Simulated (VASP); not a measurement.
Ge:

```
CELL_PARAMETERS angstrom
0.00000 3.60446 3.89306
1.73031 0.00000 3.89306
1.73031 3.60446 0.00000
ATOMIC_POSITIONS crystal
Ge 0.25000 0.25000 0.25000
Ge 0.00000 0.00000 0.00000
```

The cell was generated, and may not be a known phase.

| Property | Result |
| --- | --- |
| Program | VASP 6.6.1 |
| Task | relaxation of cell and atoms |
| Functional | PBE |
| Potentials or basis | VASP PAW PBE potentials, release 64 (Ge_d) |
| Cutoff | 600 eV |
| k mesh | 6 × 6 × 6 |
| Occupations | gaussian, width 0.1 eV |
| Spin | no spin polarisation |

At the start: pressure -7.5 GPa; volume 24.28 Å³/atom.

**Question.** Where does the relaxation end?

**Answer.** Over 15 steps the energy falls by 180.0 meV/atom and the volume is 19.26 Å³/atom (-20.7 %); space group Fddd (No. 70, to 0.1 Å) before, I4_1/amd (No. 141, to 0.1 Å).

The path:
```csv
step,energy change (eV),largest force (eV/Å),pressure (GPa),volume (Å³)
1,0.0000,0.0000,-7.54,48.56
2,-0.2499,0.0000,-0.82,40.95
3,-0.2525,0.0000,0.22,40.28
4,-0.2656,0.0000,-0.10,40.19
5,-0.2737,0.0000,-0.35,40.02
6,-0.2851,0.0000,-0.22,39.63
7,-0.3306,0.0000,1.29,38.38
8,-0.1411,0.0000,8.17,35.45
9,-0.3445,0.0000,1.43,38.02
10,-0.3308,0.0000,3.25,36.78
11,-0.3537,0.0000,1.95,37.52
12,-0.3546,0.0000,1.48,37.73
13,-0.3551,0.0000,1.69,37.65
14,-0.3582,0.0000,0.97,38.00
15,-0.3600,0.0000,0.05,38.51
```

Final structure:
```
Ge
1.0
     0.00000    3.69102    3.70820
     1.40688    0.00000    3.70820
     1.40688    3.69102    0.00000
Ge
2
Direct
  0.25000 0.25000 0.25000
  0.00000 0.00000 0.00000
```

Caveat: the k points lie up to 0.42 Å⁻¹ apart in the final cell, too coarse for converged energies and pressures of a metal; the volume moved by over 15 % at a fixed basis, so the end points are rough.
